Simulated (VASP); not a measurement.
# Ca (Fd-3m) in VASP: further runs

Ca is run at these levels: PBE; tasks: single point.

Program: VASP 6.6.1. These are calculated values, not measurements. Logs are shortened: lines on timing, memory, paths and dates and some standing lists are left out, and cuts for length are marked.

**1. The cell of the first run**

The structure is cubic, space group Fd-3m (No. 227). The conventional cell has a = 8.618 Å, b = 8.618 Å, c = 8.618 Å, α = 90.00°, β = 90.00°, γ = 90.00°. Within 4.9 Å of Ca (site symmetry -43m) lie 4 Ca at 3.73 Å.

This isn't the form of Ca at room conditions, which is fcc.

**2. Single point, PBE**

INCAR reads:

```
SYSTEM = Ca
  ALGO = Fast
  EDIFF = 1E-7
  ENCUT = 520
  GGA = PE
  ISIF = 2
  ISMEAR = 0
  LASPH = .True.
  LCHARG = .False.
  LREAL = .False.
  LWAVE = .False.
  NBANDS = 17
  NELM = 100
  PREC = Accurate
  SIGMA = 0.1
```

KPOINTS reads:

```
k-points
0
Gamma
  12 12 12
  0 0 0
```

POSCAR reads:

```
Ca
1.0
    0.0000000000      4.3091026929      4.3091026929
    4.3091026929      0.0000000000      4.3091026929
    4.3091026929      4.3091026929      0.0000000000
Ca
2
Direct
    0.5000000000      0.5000000000      0.5000000000
    0.7500000000      0.7500000000      0.7500000000
```

Potentials or basis: VASP PAW PBE potentials, release 64 (Ca_sv).

Launch:

```sh
cat potpaw_PBE.64/Ca_sv/POTCAR > POTCAR
mpirun -np 1 vasp_std > vasp.out
```

OUTCAR:

```text
SYSTEM = Ca
   EDIFF = 1E-7
   ENCUT = 520
   GGA = PE
   ISIF = 2
   ISMEAR = 0
   LASPH = .True.
   LREAL = .False.
   NELM = 100
   PREC = Accurate

 ion  position               nearest neighbor table
   1  0.500  0.500  0.500-
   2  0.750  0.750  0.750-

  LATTYP: Found a face centered cubic cell.
 ALAT       =     8.6182053858

  Lattice vectors:

 A1 = (   0.0000000000,   4.3091026929,   4.3091026929)
 A2 = (   4.3091026929,   0.0000000000,   4.3091026929)
 A3 = (   4.3091026929,   4.3091026929,   0.0000000000)

Analysis of symmetry for initial positions (statically):
=====================================================================
 Subroutine PRICEL returns:
 Original cell was already a primitive cell.

 Routine SETGRP: Setting up the symmetry group for a
 face centered cubic supercell.

 Subroutine GETGRP returns: Found 48 space group operations
 (whereof 24 operations were pure point group operations)
 out of a pool of 48 trial point group operations.

The static configuration has the point symmetry T_d .
 The point group associated with its full space group is O_h .

Analysis of symmetry for dynamics (positions and initial velocities):
=====================================================================
 Subroutine PRICEL returns:
 Original cell was already a primitive cell.

 Routine SETGRP: Setting up the symmetry group for a
 face centered cubic supercell.

 Subroutine GETGRP returns: Found 48 space group operations
 (whereof 24 operations were pure point group operations)
 out of a pool of 48 trial point group operations.

The dynamic configuration has the point symmetry T_d .
 The point group associated with its full space group is O_h .

 Subroutine INISYM returns: Found 48 space group operations
 (whereof 24 operations are pure point group operations),
 and found     1 'primitive' translations

----------------------------------------------------------------------------------------

                                     Primitive cell

  volume of cell :     160.0260

  direct lattice vectors                    reciprocal lattice vectors
     0.000000000  4.309102693  4.309102693    -0.116033438  0.116033438  0.116033438
     4.309102693  0.000000000  4.309102693     0.116033438 -0.116033438  0.116033438
     4.309102693  4.309102693  0.000000000     0.116033438  0.116033438 -0.116033438

  length of vectors
     6.093991470  6.093991470  6.093991470     0.200975810  0.200975810  0.200975810

  position of ions in fractional coordinates (direct lattice)
     0.500000000  0.500000000  0.500000000
     0.750000000  0.750000000  0.750000000

  ion indices of the primitive-cell ions
   primitive index   ion index
                 1           1
                 2           2

----------------------------------------------------------------------------------------

 KPOINTS: k-points

Automatic generation of k-mesh.
 Grid dimensions read from file:
 generate k-points for:   12   12   12

 Generating k-lattice:

  Cartesian coordinates                     Fractional coordinates (reciprocal lattice)
    -0.009669453  0.009669453  0.009669453     0.083333333  0.000000000  0.000000000
     0.009669453 -0.009669453  0.009669453     0.000000000  0.083333333  0.000000000
     0.009669453  0.009669453 -0.009669453     0.000000000  0.000000000  0.083333333

  Length of vectors
     0.016747984  0.016747984  0.016747984

  Shift w.r.t. Gamma in fractional coordinates (k-lattice)
     0.000000000  0.000000000  0.000000000

 Subroutine IBZKPT returns following result:
 ===========================================

 Found     72 irreducible k-points:

 Following reciprocal coordinates:
            Coordinates               Weight
  0.000000  0.000000  0.000000      1.000000
  0.083333  0.000000  0.000000      8.000000
  0.166667  0.000000  0.000000      8.000000
  0.250000  0.000000  0.000000      8.000000
  0.333333  0.000000  0.000000      8.000000
  0.416667  0.000000  0.000000      8.000000
[... 16 lines left out ...]
  0.500000  0.166667  0.000000     24.000000
 -0.416667  0.166667  0.000000     24.000000
 [... further k-points ...]
   k-points           NKPTS =     72   k-points in BZ     NKDIM =     72   number of bands    NBANDS=     17
   number of dos      NEDOS =    301   number of ions     NIONS =      2
   total plane-waves  NPLWV = 110592
   dimension x,y,z NGX =    48 NGY =   48 NGZ =   48
   dimension x,y,z NGXF=    96 NGYF=   96 NGZF=   96
   ions per type =               2
   NGX,Y,Z   is equivalent  to a cutoff of  13.09, 13.09, 13.09 a.u.
   NGXF,Y,Z  is equivalent  to a cutoff of  26.19, 26.19, 26.19 a.u.
 SYSTEM =  Ca
   PREC   = accura    normal or accurate (medium, high low for compatibility)
   ISTART =      0    job   : 0-new  1-cont  2-samecut
   ICHARG =      2    charge: 1-file 2-atom 10-const
   ISPIN  =      1    spin polarized calculation?
   LNONCOLLINEAR =      F non collinear calculations
   LSORBIT =      F    spin-orbit coupling
   LASPH  =      T    aspherical Exc in radial PAW
   ENCUT  =  520.0 eV  38.22 Ry    6.18 a.u.  11.33 11.33 11.33*2*pi/ulx,y,z
   NELM   =    100;   NELMIN=  2; NELMDL= -5     # of ELM steps
   EDIFF  = 0.1E-06   stopping-criterion for ELM
   LREAL  =      F    real-space projection
   EDIFFG = 0.1E-05   stopping-criterion for IOM
   NSW    =      0    number of steps for IOM
   IBRION =     -1    ionic relax: 0-MD 1-quasi-New 2-CG
   NFREE  =      0    steps in history (QN), initial steepest desc. (CG)
   ISIF   =      2    stress and relaxation
   ISYM   =      2    0-nonsym 1-usesym 2-fastsym
   POTIM  = 0.5000    time-step for ionic-motion
   TEBEG  =    0.0;   TEEND  =   0.0 temperature during run
   PSTRESS=    0.0 pullay stress
   NELECT =      20.0000    total number of electrons
   NUPDOWN=      -1.0000    fix difference up-down
   EMIN   =  10.00;   EMAX   =-10.00  energy-range for DOS
   EFERMI =   0.00;   METHOD = LEGACY
   ISMEAR =     0;   SIGMA  =   0.10  broadening in eV -4-tet -1-fermi 0-gaus
   EFERMI_NEDOS =   21; number of points for ismear=-14 and -15
   IALGO  =     68    algorithm
   IMIX   =      4    mixing-type and parameters
     AMIX     =   0.40;   BMIX     =  1.00
     AMIX_MAG =   1.60;   BMIX_MAG =  1.00
  volume/ion in A,a.u.               =      80.01       539.95
  Fermi-wavevector in a.u.,A,eV,Ry     =   0.818505  1.546750  9.115228  0.669950
  Thomas-Fermi vector in A             =   1.929144
   LORBIT       =      0    0 simple, 1 ext, 2 COOP (PROOUT), +10 PAW based schemes
   GGA     = PE    functional components
   LHFCALC =     F    Hartree Fock is set to
   AEXX    =    0.0000 exact exchange contribution
   IVDW    =     0    specifies the selected vdW correction
   LEPSILON=     F    determine dielectric tensor
   LRPA    =     F    only Hartree local field effects (RPA)
 non-spin polarized calculation
 RMM-DIIS sequential band-by-band and
 Gauss-broadening in eV      SIGMA  =   0.10
  energy-cutoff  :      520.00
  volume of cell :      160.03
 maximum number of plane-waves:      4338
 NGX is ok and might be reduce to    48
   NGX = 23   NGY = 23   NGZ = 23

 number of electron      20.0000000 magnetization

 Free energy of the ion-electron system (eV)
  ---------------------------------------------------
  ext. energy  EPLUGINS =         0.00000000
  ---------------------------------------------------
  free energy    TOTEN  =        -1.77857515 eV

  energy without entropy =       -1.76079911  energy(sigma->0) =       -1.76968713

 E-fermi :  -0.0715     XC(G=0):  -5.8025

 val. band max:       -0.0783927011   @ k =  -0.4167   0.4167   0.0833
 cond. band min:      -0.0706865028   @ k =  -0.4167   0.3333   0.0833
 fundamental gap:      0.0077061983
 Fermi energy:        -0.0715062173

 k-point     1 :       0.0000    0.0000    0.0000
  band No.  band energies     occupation
      1     -43.2869      2.00000
      2     -43.2709      2.00000
      3     -24.2660      2.00000
      4     -24.2660      2.00000
      5     -24.2660      2.00000
      6     -24.2075      2.00000
[... 9 lines left out ...]
     16       1.3003      0.00000
     17       1.3004      0.00000

 k-point     2 :       0.0833    0.0000    0.0000
  band No.  band energies     occupation
      1     -43.2867      2.00000
      2     -43.2712      2.00000
      3     -24.2664      2.00000
      4     -24.2664      2.00000
      5     -24.2658      2.00000
      6     -24.2078      2.00000
[... 9 lines left out ...]
     16       1.3027      0.00000
     17       1.3027      0.00000

 k-point     3 :       0.1667    0.0000    0.0000
  band No.  band energies     occupation
      1     -43.2861      2.00000
      2     -43.2717      2.00000
      3     -24.2675      2.00000
      4     -24.2675      2.00000
      5     -24.2652      2.00000
      6     -24.2086      2.00000
[... 9 lines left out ...]
     16       1.3188      0.00000
     17       1.3188      0.00000

 k-point     4 :       0.2500    0.0000    0.0000
  band No.  band energies     occupation
      1     -43.2852      2.00000
      2     -43.2726      2.00000
      3     -24.2688      2.00000
      4     -24.2688      2.00000
      5     -24.2642      2.00000
      6     -24.2097      2.00000
[... 9 lines left out ...]
     16       1.3691      0.00000
     17       1.3691      0.00000

 k-point     5 :       0.3333    0.0000    0.0000
  band No.  band energies     occupation
      1     -43.2842      2.00000
      2     -43.2736      2.00000
      3     -24.2701      2.00000
      4     -24.2701      2.00000
      5     -24.2633      2.00000
      6     -24.2108      2.00000
[... 9 lines left out ...]
     16       1.4613      0.00000
     17       1.4614      0.00000

 k-point     6 :       0.4167    0.0000    0.0000
  band No.  band energies     occupation
      1     -43.2833      2.00000
      2     -43.2746      2.00000
      3     -24.2710      2.00000
      4     -24.2710      2.00000
      5     -24.2626      2.00000
      6     -24.2117      2.00000
[... 9 lines left out ...]
     16       1.5669      0.00000
     17       1.5672      0.00000

 k-point     7 :       0.5000    0.0000    0.0000
  band No.  band energies     occupation
      1     -43.2829      2.00000
      2     -43.2749      2.00000
      3     -24.2713      2.00000
      4     -24.2713      2.00000
      5     -24.2623      2.00000
      6     -24.2120      2.00000
[... 9 lines left out ...]
     16       1.6187      0.00000
     17       1.6188      0.00000

 k-point     8 :       0.0833    0.0833    0.0000
  band No.  band energies     occupation
      1     -43.2866      2.00000
      2     -43.2712      2.00000
      3     -24.2669      2.00000
      4     -24.2669      2.00000
      5     -24.2651      2.00000
      6     -24.2086      2.00000
[... 9 lines left out ...]
     16       1.3005      0.00000
     17       1.3005      0.00000
[... 203 lines left out ...]
      1     -43.2858      2.00000
      2     -43.2720      2.00000
      3     -24.2690      2.00000
      4     -24.2690      2.00000
      5     -24.2622      2.00000
      6     -24.2116      2.00000
[... 9 lines left out ...]
     16       1.3023      0.00000
     17       1.3023      0.00000

 k-point    20 :       0.2500    0.1667    0.0000
  band No.  band energies     occupation
      1     -43.2851      2.00000
      2     -43.2727      2.00000
      3     -24.2704      2.00000
      4     -24.2704      2.00000
      5     -24.2603      2.00000
      6     -24.2136      2.00000
[... 9 lines left out ...]
     16       1.3178      0.00000
     17       1.3287      0.00000

 k-point    21 :       0.3333    0.1667    0.0000
  band No.  band energies     occupation
      1     -43.2842      2.00000
      2     -43.2736      2.00000
      3     -24.2720      2.00000
      4     -24.2716      2.00000
      5     -24.2584      2.00000
      6     -24.2156      2.00000
[... 9 lines left out ...]
     16       1.3676      0.00000
     17       1.4230      0.00000

 k-point    22 :       0.4167    0.1667    0.0000
  band No.  band energies     occupation
      1     -43.2832      2.00000
      2     -43.2747      2.00000
      3     -24.2735      2.00000
      4     -24.2725      2.00000
      5     -24.2566      2.00000
      6     -24.2175      2.00000
[... 9 lines left out ...]
     16       1.4567      0.00000
     17       1.5483      0.00000

 k-point    23 :       0.5000    0.1667    0.0000
  band No.  band energies     occupation
      1     -43.2824      2.00000
      2     -43.2755      2.00000
      3     -24.2746      2.00000
      4     -24.2727      2.00000
      5     -24.2556      2.00000
      6     -24.2186      2.00000
[... 9 lines left out ...]
     16       1.5768      0.00000
     17       1.6047      0.00000

 k-point    24 :      -0.4167    0.1667    0.0000
  band No.  band energies     occupation
      1     -43.2823      2.00000
      2     -43.2756      2.00000
      3     -24.2750      2.00000
      4     -24.2723      2.00000
      5     -24.2557      2.00000
      6     -24.2184      2.00000
[... 9 lines left out ...]
     16       1.5471      0.00000
     17       1.6917      0.00000

 [... further k-points ...]
[... 5 lines left out ...]
  --------------------------------------------------------------------------------------
  -------------------------------------------------------------------------------------
  Total       -0.0036981     -0.0036981     -0.0036981     -0.0000000     -0.0000000      0.0000000
  in kB       -0.0370254     -0.0370254     -0.0370254     -0.0000000     -0.0000000      0.0000000
  external PRESSURE =      -0.0370254 kB  Pullay stress =       0.0000000 kB

 VOLUME and BASIS-vectors are now :
 -----------------------------------------------------------------------------
  energy-cutoff  :      520.00
  volume of cell :      160.03
      direct lattice vectors                 reciprocal lattice vectors
     0.000000000  4.309102693  4.309102693    -0.116033438  0.116033438  0.116033438
     4.309102693  0.000000000  4.309102693     0.116033438 -0.116033438  0.116033438
     4.309102693  4.309102693  0.000000000     0.116033438  0.116033438 -0.116033438

 POSITION                                       TOTAL-FORCE (eV/Angst)
 -----------------------------------------------------------------------------------
      4.30910      4.30910      4.30910         0.000000      0.000000      0.000000
      6.46365      6.46365      6.46365        -0.000000     -0.000000     -0.000000
 -----------------------------------------------------------------------------------
    total drift:                               -0.000000     -0.000000      0.000000

  FREE ENERGIE OF THE ION-ELECTRON SYSTEM (eV)
  ---------------------------------------------------
  free  energy   TOTEN  =        -1.7785751476 eV

  energy  without entropy=       -1.7607991068  energy(sigma->0) =       -1.76968713
```

Run time: 9 min. Hardware: 1 thread of Intel Xeon 8259CL, shared host; peak memory 0.42 GiB.

Results:

```
Free energy            : -1.7786 eV
Pressure               : 0.0 GPa
Band gap on the k mesh : zero (bands 10 and 11 overlap by 0.76 eV)
```

(Part 1 of 2 ends here.)
